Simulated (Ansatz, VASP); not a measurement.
## Co in VASP and in Ansatz

```
CELL_PARAMETERS angstrom
2.47207 0.00000 0.00000
-1.23603 2.14087 0.00000
0.00000 0.00000 8.07629
ATOMIC_POSITIONS crystal
Co 0.00000 0.00000 0.00000
Co 0.33333 0.66667 0.25000
Co 0.00000 0.00000 0.50000
Co 0.66667 0.33333 0.75000
```

Alike in both runs: functional r2SCAN; k mesh 21 × 21 × 6; occupations gaussian, width 0.1 eV; collinear spin.

Ansatz relaxed the structure, and its values are those at the end. VASP's run is a single point on that final structure, the one shown.

|  | VASP | Ansatz |
| --- | --- | --- |
| version | VASP 6.6.1 | Ansatz 0.2.0 |
| potentials or method | VASP PAW PBE potentials, release 64 (Co), cutoff 520 eV | scalar-relativistic, plane waves, PAW |
| valence electrons in the cell | 36 | 68 |

Ansatz gave:

| Property | Result |
| --- | --- |
| gap on the k mesh at the Fermi level (eV) | none |
| pressure (GPa) | 0.0 |
| net moment per atom (μB) | 1.78 |
| size of the moment on the site where the two differ most (μB) | 1.93 |

Q: Estimate VASP's values.

A: gap on the k mesh at the Fermi level (eV): none; pressure (GPa): -0.1; net moment per atom (μB): 1.77; size of the moment on the site where the two differ most (μB): 1.84.

VASP's potentials were made for PBE, not for r2SCAN. Site moments also hang on the region over which each program counts them. A gap of «none» marks a metal or a gap that the smearing closes. With one functional, cell and mesh, what is left measures potentials, basis and numerics. VASP's potentials hold 36 valence electrons a cell and Ansatz's 68, so a difference there can come from the potentials and not from the codes.
